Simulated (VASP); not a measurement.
Here is a VASP 6.6.1 calculation.

File INCAR:

```
ALGO     = Normal         # electronic algorithm
EDIFF    = 1E-7           # SCF threshold, eV
ENCUT    = 520            # plane-wave cutoff, eV
GGA      = PE             # functional
ISIF     = 2              # what is computed and relaxed
ISMEAR   = 0              # smearing method
LASPH    = T              # aspherical terms in the spheres
LCHARG   = F              # write CHGCAR
LREAL    = F              # projectors in reciprocal space
LWAVE    = F              # write WAVECAR
NBANDS   = 41             # bands
NELM     = 80             # most SCF steps
PREC     = Accurate       # precision mode
SIGMA    = 0.1            # smearing width, eV
```

File KPOINTS:

```
k-points
0
Gamma
  4 4 4
```

File POSCAR:

```
Mg3Cd2Te5
1.0
    0.0000000000     -4.6387256717      0.0000000000
    4.6387256717      0.0000000000      0.0000000000
   -2.3193628358      2.3193628358     16.3471432173
Mg Cd Te
3 2 5
Direct
    0.0985492642      0.0985492642      0.1970985284
    0.5000000000      0.5000000000      0.0000000000
    0.9014507358      0.9014507358      0.8029014716
    0.6988771894      0.6988771894      0.3977543787
    0.3011228106      0.3011228106      0.6022456213
    0.0492789476      0.5492789476      0.0985578952
    0.4507210524      0.9507210524      0.9014421048
    0.8524648166      0.3524648166      0.7049296333
    0.2500000000      0.7500000000      0.5000000000
    0.6475351834      0.1475351834      0.2950703667
```

Potentials or basis: VASP PAW PBE potentials, release 64 (Mg, Cd, Te).

Command:

```console
$ cat potpaw_PBE.64/Mg/POTCAR potpaw_PBE.64/Cd/POTCAR potpaw_PBE.64/Te/POTCAR > POTCAR
$ mpirun -np 1 vasp_std > vasp.out
```

**Question.** Predict the band gap on the k mesh.

**Answer.** 1.44 eV.

**Question.** Estimate the largest force.

**Answer.** 0.030 eV/Å.

**Question.** Predict the pressure.

**Answer.** 0.1 GPa.

Stress tensor (GPa, compression positive):
```
 0.13  0.00  0.00
 0.00  0.13  0.00
 0.00  0.00 -0.04
```

Caveat: spin-orbit coupling is left out, which moves the levels of the heavy elements. A k mesh can miss the band edges.
